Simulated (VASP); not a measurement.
# Mg32O31 (a cell with a defect) in VASP: single point with HSE06

Aim: the single point of Mg32O31 (a cell with a defect) with HSE06.

Everything below comes from runs of VASP 6.6.1. Logs are shortened: lines on timing, memory, paths and dates and some standing lists are left out, and cuts for length are marked.

## (1) The cell of the first run

The cell holds a defect, 63 atoms: a = 8.429 Å, b = 8.429 Å, c = 8.429 Å, α = 90.00°, β = 90.00°, γ = 90.00°.

## (2) Single point, HSE06

POSCAR reads:

```
Mg32O31
1.0
    8.4288080000      0.0000000000      0.0000000000
    0.0000000000      8.4288080000      0.0000000000
    0.0000000000      0.0000000000      8.4288080000
O Mg
31 32
Direct
    0.2501400000      0.0001380000      0.0001130000
    0.2501220000      0.0001550000      0.5001500000
    0.2501160000      0.5001030000      0.0001490000
    0.7501070000      0.0001330000      0.0001190000
    0.7501490000      0.0001040000      0.5000970000
    0.7501230000      0.5001140000      0.0000920000
    0.7500950000      0.5001340000      0.5000860000
    0.0001150000      0.2501160000      0.0001340000
    0.9993930000      0.2494420000      0.5001520000
    0.0000670000      0.7501410000      0.0000910000
    0.9994460000      0.7508160000      0.5001490000
    0.5001400000      0.2501070000      0.0001270000
    0.5008410000      0.2493930000      0.5000880000
    0.5001260000      0.7501320000      0.0001360000
    0.5008300000      0.7508540000      0.5000930000
    0.0001010000      0.0001410000      0.2501000000
    0.0001210000      0.0001390000      0.7501900000
    0.9993990000      0.5001340000      0.2493800000
    0.9993690000      0.5001180000      0.7508120000
    0.5001500000      0.0001130000      0.2500850000
    0.5001000000      0.0000830000      0.7501490000
    0.5008090000      0.5000900000      0.2493940000
    0.5007830000      0.5001540000      0.7508140000
    0.2501410000      0.2493660000      0.2493420000
    0.2501300000      0.2494300000      0.7508820000
    0.2501230000      0.7508410000      0.2493990000
    0.2500860000      0.7508310000      0.7508780000
    0.7501470000      0.2500920000      0.2500950000
    0.7501160000      0.2501050000      0.7501430000
    0.7501070000      0.7501430000      0.2500990000
    0.7500940000      0.7501140000      0.7501420000
    0.0000100000      0.0001770000      0.0001290000
    0.9997230000      0.0002350000      0.5001810000
    0.9996630000      0.5001320000      0.0001940000
    0.9984880000      0.5001310000      0.5001450000
    0.5002240000      0.0001540000      0.0001230000
    0.5005250000      0.0001060000      0.5001000000
    0.5005740000      0.5001370000      0.0001210000
    0.5017370000      0.5001610000      0.5001250000
    0.2501190000      0.2496970000      0.0002000000
    0.2501520000      0.2484770000      0.5001220000
    0.2500840000      0.7505900000      0.0001090000
    0.2501520000      0.7518110000      0.5001400000
    0.7501740000      0.2500730000      0.0001890000
    0.7502040000      0.2496930000      0.5001200000
    0.7501170000      0.7502350000      0.0001450000
    0.7500140000      0.7505650000      0.5001790000
    0.2501210000      0.0001860000      0.2496150000
    0.2501070000      0.0000850000      0.7506130000
    0.2501310000      0.5000880000      0.2484590000
    0.2500880000      0.5001920000      0.7518670000
    0.7501290000      0.0001150000      0.2500650000
    0.7501200000      0.0001850000      0.7502170000
    0.7501080000      0.5001650000      0.2497390000
    0.7500220000      0.5001200000      0.7505900000
    0.0001470000      0.2501390000      0.2501740000
    0.0001750000      0.2501820000      0.7501720000
    0.0001410000      0.7501200000      0.2502100000
    0.0000880000      0.7501190000      0.7501490000
    0.5001620000      0.2501420000      0.2501370000
    0.5000850000      0.2501500000      0.7501280000
    0.5000550000      0.7501080000      0.2501250000
    0.5000600000      0.7501400000      0.7501840000
```

INCAR.step1 reads:

```
ALGO     = Normal         # electronic algorithm
EDIFF    = 1E-5           # SCF threshold, eV
ENCUT    = 520            # plane-wave cutoff, eV
GGA      = PE             # functional
ISIF     = 2              # what is computed and relaxed
ISMEAR   = -1             # smearing method
LASPH    = True           # aspherical terms in the spheres
LREAL    = Auto         
LWAVE    = True           # write WAVECAR
NBANDS   = 162            # bands
NELM     = 60             # most SCF steps
PREC     = Accurate       # precision mode
SIGMA    = 0.05           # smearing width, eV
```

INCAR.step2 reads:

```
ALGO     = Normal         # electronic algorithm
EDIFF    = 1E-7           # SCF threshold, eV
ENCUT    = 520            # plane-wave cutoff, eV
GGA      = PE             # functional
HFSCREEN = 0.2079         # screening, 1/A
ISIF     = 2              # what is computed and relaxed
ISMEAR   = -1             # smearing method
ISTART   = 1            
LASPH    = True           # aspherical terms in the spheres
LCHARG   = True           # write CHGCAR
LELF     = True           # ELF
LHFCALC  = True           # exact exchange
LREAL    = Auto         
LVHAR    = True         
LWAVE    = False          # write WAVECAR
NBANDS   = 162            # bands
NELM     = 60             # most SCF steps
PREC     = Accurate       # precision mode
PRECFOCK = Fast         
SIGMA    = 0.05           # smearing width, eV
```

KPOINTS reads:

```
k-points
0
Gamma
  1 1 1
```

Potentials or basis: VASP PAW PBE potentials, release 64 (O, Mg).

Command:

```bash
$ cat potpaw_PBE.64/O/POTCAR potpaw_PBE.64/Mg/POTCAR > POTCAR
$ cp INCAR.step1 INCAR
$ mpirun -np 1 vasp_gam > vasp.out
$ cp INCAR.step2 INCAR
$ mpirun -np 1 vasp_gam > vasp.out
```

OUTCAR:

```text
EDIFF = 1E-7
   ENCUT = 520
   GGA = PE
   HFSCREEN = 0.2079
   ISIF = 2
   ISMEAR = -1
   ISTART = 1
   LASPH = True
   LHFCALC = True
   LREAL = Auto
   NELM = 60
   PREC = Accurate
   PRECFOCK = Fast

 ion  position               nearest neighbor table
   1  0.250  0.000  0.000-  49 2.10  48 2.10  42 2.10  40 2.10  36 2.11  32 2.11
   2  0.250  0.000  0.500-  41 2.09  43 2.09  33 2.11  37 2.11  49 2.11  48 2.11
   3  0.250  0.500  0.000-  51 2.09  50 2.09  40 2.11  34 2.11  38 2.11  42 2.11
   4  0.750  0.000  0.000-  36 2.11  46 2.11  53 2.11  32 2.11  44 2.11  52 2.11
   5  0.750  0.000  0.500-  47 2.10  33 2.10  45 2.10  37 2.10  52 2.11  53 2.11
   6  0.750  0.500  0.000-  55 2.10  34 2.10  38 2.10  54 2.10  44 2.11  46 2.11
[... 75 lines left out ...]
  57  0.000  0.250  0.750-  19 2.11  25 2.11   8 2.11   9 2.11  17 2.11  29 2.11  51 2.98  33 2.98
                            32 2.98  40 2.98  34 2.98  35 2.98  44 2.98  45 2.98  49 2.98  41 2.98
  58  0.000  0.750  0.250-  11 2.11  26 2.11  18 2.11  16 2.11  30 2.11  10 2.11  35 2.98  43 2.98
                            54 2.98  34 2.98  52 2.98  50 2.98  42 2.98  48 2.98  33 2.98  46 2.98
  59  0.000  0.750  0.750-  10 2.11  31 2.11  27 2.11  11 2.11  19 2.11  17 2.11  51 2.98  42 2.98
                            46 2.98  49 2.98  35 2.98  34 2.98  53 2.98  32 2.98  47 2.98  55 2.98
  60  0.500  0.250  0.250-  22 2.11  13 2.11  28 2.11  12 2.11  24 2.11  20 2.11  44 2.98  54 2.98
                            40 2.98  50 2.98  52 2.98  48 2.98  37 2.98  41 2.98  36 2.98  38 2.98
  61  0.500  0.250  0.750-  25 2.11  12 2.11  23 2.11  29 2.11  13 2.11  21 2.11  55 2.98  41 2.98
                            38 2.98  36 2.98  53 2.98  39 2.98  40 2.98  49 2.98  51 2.98  37 2.98
  62  0.500  0.750  0.250-  26 2.11  15 2.11  14 2.11  20 2.11  22 2.11  30 2.11  43 2.98  50 2.98
                            39 2.98  37 2.98  38 2.98  42 2.98  54 2.98  48 2.98  47 2.98  46 2.98
  63  0.500  0.750  0.750-  21 2.11  14 2.11  27 2.11  23 2.11  31 2.11  15 2.11  49 2.98  42 2.98
                            51 2.98  38 2.98  36 2.98  43 2.98  47 2.98  55 2.98  46 2.98  39 2.98

  LATTYP: Found a simple cubic cell.
 ALAT       =     8.4288080000

  Lattice vectors:

 A1 = (   8.4288080000,   0.0000000000,   0.0000000000)
 A2 = (   0.0000000000,   8.4288080000,   0.0000000000)
 A3 = (   0.0000000000,   0.0000000000,   8.4288080000)

Analysis of symmetry for initial positions (statically):
=====================================================================
 Subroutine PRICEL returns:
 Original cell was already a primitive cell.

 Routine SETGRP: Setting up the symmetry group for a
 simple cubic supercell.

 Subroutine GETGRP returns: Found  1 space group operations
 (whereof  1 operations were pure point group operations)
 out of a pool of 48 trial point group operations.

The static configuration has the point symmetry C_1 .

Analysis of symmetry for dynamics (positions and initial velocities):
=====================================================================
 Subroutine PRICEL returns:
 Original cell was already a primitive cell.

 Routine SETGRP: Setting up the symmetry group for a
 simple cubic supercell.

 Subroutine GETGRP returns: Found  1 space group operations
 (whereof  1 operations were pure point group operations)
 out of a pool of 48 trial point group operations.

The dynamic configuration has the point symmetry C_1 .

 Subroutine INISYM returns: Found  1 space group operations
 (whereof  1 operations are pure point group operations),
 and found     1 'primitive' translations

----------------------------------------------------------------------------------------
[... 177 lines left out ...]
   dimension x,y,z NGXF=   128 NGYF=  128 NGZF=  128
   ions per type =              31  32
   NGX,Y,Z   is equivalent  to a cutoff of  12.62, 12.62, 12.62 a.u.
   NGXF,Y,Z  is equivalent  to a cutoff of  25.25, 25.25, 25.25 a.u.
 SYSTEM =  unknown system
   PREC   = accura    normal or accurate (medium, high low for compatibility)
   ISTART =      1    job   : 0-new  1-cont  2-samecut
   ICHARG =      0    charge: 1-file 2-atom 10-const
   ISPIN  =      1    spin polarized calculation?
   LNONCOLLINEAR =      F non collinear calculations
   LSORBIT =      F    spin-orbit coupling
   LASPH  =      T    aspherical Exc in radial PAW
   ENCUT  =  520.0 eV  38.22 Ry    6.18 a.u.  15.67 15.67 15.67*2*pi/ulx,y,z
   NELM   =     60;   NELMIN=  2; NELMDL=  0     # of ELM steps
   EDIFF  = 0.1E-06   stopping-criterion for ELM
   LREAL  =      T    real-space projection
   EDIFFG = 0.1E-05   stopping-criterion for IOM
   NSW    =      0    number of steps for IOM
   IBRION =     -1    ionic relax: 0-MD 1-quasi-New 2-CG
   NFREE  =      0    steps in history (QN), initial steepest desc. (CG)
   ISIF   =      2    stress and relaxation
   ISYM   =      3    0-nonsym 1-usesym 2-fastsym
   POTIM  = 0.5000    time-step for ionic-motion
   TEBEG  =    0.0;   TEEND  =   0.0 temperature during run
   PSTRESS=    0.0 pullay stress
   NELECT =     250.0000    total number of electrons
   NUPDOWN=      -1.0000    fix difference up-down
   EMIN   =  10.00;   EMAX   =-10.00  energy-range for DOS
   EFERMI =   0.00;   METHOD = LEGACY
   ISMEAR =    -1;   SIGMA  =   0.05  broadening in eV -4-tet -1-fermi 0-gaus
   EFERMI_NEDOS =   21; number of points for ismear=-14 and -15
   IALGO  =     38    algorithm
   IMIX   =      1    mixing-type and parameters
     AMIX     =   0.40;   BMIX     =  1.00
     AMIX_MAG =   1.60;   BMIX_MAG =  1.00
  volume/ion in A,a.u.               =       9.51        64.14
  Fermi-wavevector in a.u.,A,eV,Ry     =   1.223551  2.312176 20.368963  1.497077
  Thomas-Fermi vector in A             =   2.358658
   LORBIT       =      0    0 simple, 1 ext, 2 COOP (PROOUT), +10 PAW based schemes
   GGA     = PE    functional components
   LHFCALC =     T    Hartree Fock is set to
   PRECFOCK=fast      Normal, Fast or Accurate (Low or Medium for compatibility)
   ENCUT4O =  -1.0   cutoff for four orbital integrals eV
   NKREDX  =     1    reduce k-point grid by
   NKREDY  =     1    reduce k-point grid by
   NKREDZ  =     1    reduce k-point grid by
   AEXX    =    0.2500 exact exchange contribution
   HFSCREEN=    0.2079 screening length (either q_TF or 0.3 A-1)
   HFSCREENC=   0.2079 screening length for correlation (either q_TF or 0.3 A-1)
   ENCUTFOCK=  -1.0 apply spherical cutoff to Coloumb kernel
   IVDW    =     0    specifies the selected vdW correction
   LEPSILON=     F    determine dielectric tensor
   LRPA    =     F    only Hartree local field effects (RPA)
 non-spin polarized calculation
  energy-cutoff  :      520.00
  volume of cell :      598.82
 maximum number of plane-waves:      8068
 NGX is ok and might be reduce to    64
  NGX = 32; NGY = 32; NGZ = 32

 number of electron     249.9999907 magnetization

 Free energy of the ion-electron system (eV)
  ---------------------------------------------------
  ext. energy  EPLUGINS =         0.00000000
  ---------------------------------------------------
  free energy    TOTEN  =      -441.06824992 eV

  energy without entropy =     -441.06824992  energy(sigma->0) =     -441.06824992

 E-fermi :   5.9560     XC(G=0):  -9.0444

 val. band max:        4.7414498778   @ k =   0.0000   0.0000   0.0000
 cond. band min:       8.7667209944   @ k =   0.0000   0.0000   0.0000
 fundamental gap:      4.0252711167
 Fermi energy:         5.9559943151

 k-point     1 :       0.0000    0.0000    0.0000
  band No.  band energies     occupation
      1     -16.9371      2.00000
      2     -16.1923      2.00000
      3     -16.1922      2.00000
      4     -16.1858      2.00000
      5     -16.1842      2.00000
      6     -16.1831      2.00000
[... 129 lines left out ...]
    136      12.2739      0.00000
    137      12.2746      0.00000
 [bands above 137 left out]

------------------------ aborting loop because EDIFF is reached ----------------------------------------

  FORCE on cell =-STRESS in cart. coord.  units (eV):
  Direction    XX          YY          ZZ          XY          YZ          ZX
  --------------------------------------------------------------------------------------
  -------------------------------------------------------------------------------------
  Total       -4.0411732     -4.0344486     -4.0310558     -0.0064760      0.0037709     -0.0068265
  in kB      -10.8123368    -10.7943448    -10.7852673     -0.0173268      0.0100893     -0.0182646
  external PRESSURE =     -10.7973163 kB  Pullay stress =       0.0000000 kB

 VOLUME and BASIS-vectors are now :
 -----------------------------------------------------------------------------
  energy-cutoff  :      520.00
  volume of cell :      598.82
      direct lattice vectors                 reciprocal lattice vectors
     8.428808000  0.000000000  0.000000000     0.118640738  0.000000000  0.000000000
     0.000000000  8.428808000  0.000000000     0.000000000  0.118640738  0.000000000
     0.000000000  0.000000000  8.428808000     0.000000000  0.000000000  0.118640738

 POSITION                                       TOTAL-FORCE (eV/Angst)
 -----------------------------------------------------------------------------------
      2.10838      0.00116      0.00095        -0.003824     -0.002614      0.000499
      2.10823      0.00131      4.21567        -0.001663     -0.002257     -0.003504
      2.10818      4.21527      0.00126        -0.001780      0.002651     -0.001929
      6.32251      0.00112      0.00100         0.000546     -0.000288     -0.000593
      6.32286      0.00088      4.21522        -0.002944      0.002038      0.003676
      6.32264      4.21536      0.00078        -0.003125      0.000047      0.004076
[... 55 lines left out ...]
      4.21487      6.32252      2.10826         0.021599      0.019472     -0.020584
      4.21491      6.32279      6.32316         0.022592      0.018304      0.015336
 -----------------------------------------------------------------------------------
    total drift:                               -0.023006     -0.022456     -0.022262

  FREE ENERGIE OF THE ION-ELECTRON SYSTEM (eV)
  ---------------------------------------------------
  free  energy   TOTEN  =      -441.0682499225 eV

  energy  without entropy=     -441.0682499224  energy(sigma->0) =     -441.06824992
```

It took 23 min on 1 thread of Intel Xeon 8259CL, shared host; peak memory 0.86 GiB.

Results:

| Item | Value |
| --- | --- |
| Free energy | -441.0682 eV |
| Pressure | -1.1 GPa |
| Largest force | 0.157 eV/Å |
| Band gap on the k mesh | 4.03 eV |

Forces in eV/Å, atoms in the order of the input:
```
O   -0.004 -0.003  0.000
O   -0.002 -0.002 -0.004
O   -0.002  0.003 -0.002
O    0.001  0.000 -0.001
O   -0.003  0.002  0.004
O   -0.003  0.000  0.004
O   -0.001 -0.002  0.003
O    0.010  0.011  0.001
O    0.059  0.055  0.000
O    0.014 -0.012  0.004
O    0.054 -0.051  0.002
O   -0.011  0.012 -0.001
O   -0.053  0.059  0.005
O   -0.013 -0.013 -0.002
O   -0.059 -0.056  0.005
O    0.013 -0.001  0.013
O    0.009  0.000 -0.017
O    0.057  0.000  0.060
O    0.059  0.002 -0.050
O   -0.015  0.000  0.013
O   -0.010  0.002 -0.014
O   -0.052  0.005  0.058
O   -0.054  0.001 -0.053
O   -0.001  0.060  0.062
O    0.000  0.057 -0.056
O    0.000 -0.053  0.058
O    0.003 -0.055 -0.057
O   -0.001  0.013  0.013
O   -0.002  0.011 -0.013
O   -0.001 -0.014  0.013
O   -0.003 -0.009 -0.012
Mg   0.006 -0.004  0.001
Mg  -0.017 -0.012 -0.002
Mg  -0.015  0.002 -0.006
Mg  -0.157  0.003  0.001
Mg  -0.005 -0.001  0.001
Mg   0.018  0.004  0.002
Mg   0.013 -0.002  0.002
Mg   0.156 -0.004  0.000
Mg   0.002 -0.015 -0.008
Mg   0.001 -0.155  0.003
Mg   0.001  0.013  0.005
Mg  -0.005  0.155 -0.001
Mg  -0.004  0.003 -0.004
Mg  -0.009 -0.014  0.002
Mg   0.001 -0.006 -0.001
Mg   0.011  0.015 -0.003
Mg   0.001 -0.006 -0.010
Mg   0.001  0.006  0.013
Mg   0.000  0.004 -0.155
Mg   0.000 -0.006  0.151
Mg   0.000 -0.001  0.004
Mg  -0.001 -0.004 -0.005
Mg   0.000 -0.001 -0.018
Mg   0.008  0.000  0.012
Mg  -0.020 -0.018 -0.022
Mg  -0.020 -0.018  0.018
Mg  -0.019  0.020 -0.021
Mg  -0.019  0.017  0.015
Mg   0.017 -0.020 -0.018
Mg   0.019 -0.020  0.017
Mg   0.022  0.019 -0.021
Mg   0.023  0.018  0.015
```

Caveat: the k points lie up to 0.75 Å⁻¹ apart; the PAW data sets were made with another functional, which shifts forces and pressure a little.
